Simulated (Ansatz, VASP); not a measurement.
**Zn: VASP beside Ansatz**

Contents of INCAR:

```
PREC = Accurate
ENCUT = 520
EDIFF = 1E-6
ISMEAR = -1
SIGMA = 0.03
LREAL = F
LASPH = T
NELM = 100
ALGO = Normal
ISIF = 2
LWAVE = F
LCHARG = T
GGA = PE
LELF = T
LVHAR = T
NBANDS = 19
```

KPOINTS

```
Automatic mesh
0
Gamma
  16 16 8
```

The input POSCAR:

```
Zn
1.0
    2.6647980532      0.0000000000      0.0000000000
   -1.3323990266      2.3077828100      0.0000000000
    0.0000000000      0.0000000000      4.9467000000
Zn
2
Direct
    0.3333333333      0.6666666667      0.2500000000
    0.6666666667      0.3333333333      0.7500000000
```

Input for Ansatz:

```yaml
crystal:
  lattice:
    - [2.6647980532, 0.0, 0.0]
    - [-1.3323990266, 2.30778281, 0.0]
    - [0.0, 0.0, 4.9467]
  atoms:
    - { symbol: Zn, position: [0.3333333333, 0.6666666667, 0.25] }
    - { symbol: Zn, position: [0.6666666667, 0.3333333333, 0.75] }
kpoints:
  mp_grid: { grid: [16, 16, 8] }
  band_path:
    path:
      - [0.0, 0.0, 0.0]
      - [0.5, 0.0, 0.0]
      - [0.3333333333, 0.3333333333, 0.0]
      - [0.0, 0.0, 0.0]
      - [0.0, 0.0, 0.5]
      - [0.5, 0.0, 0.5]
      - [0.3333333333, 0.3333333333, 0.5]
      - [0.0, 0.0, 0.5]
      - [0.5, 0.0, 0.5]
    npoints: 5
scf:
  occupations: { method: fermi_dirac, width: 0.03 }
hamiltonian:
  xc: pbe
  pseudopotentials:
    kind: all_electron
    lapw: { basis_error: 0.00025 }
    relativity: none
output:
  forces: true
  stress: true
  eigenvalues: true
```

Alike in both runs: task single point; functional PBE; k mesh 16 × 16 × 8; occupations fermi-dirac, width 0.03 eV; no spin polarisation.

```csv
,VASP,Ansatz
version,VASP 6.6.1,Ansatz 0.2.0
potentials or method,"VASP PAW PBE potentials, release 64 (Zn), cutoff 520 eV","all-electron LAPW, non-relativistic"
```

VASP gave:

* pressure (GPa): -0.1
* traceless stress, the component that is largest in VASP (GPa): -0.36

Q: Which values does Ansatz return?

A: Pressure (GPa): 1.6; traceless stress, the component that is largest in VASP (GPa): -1.27.

Ansatz ran all-electron here, and VASP with PAW potentials.
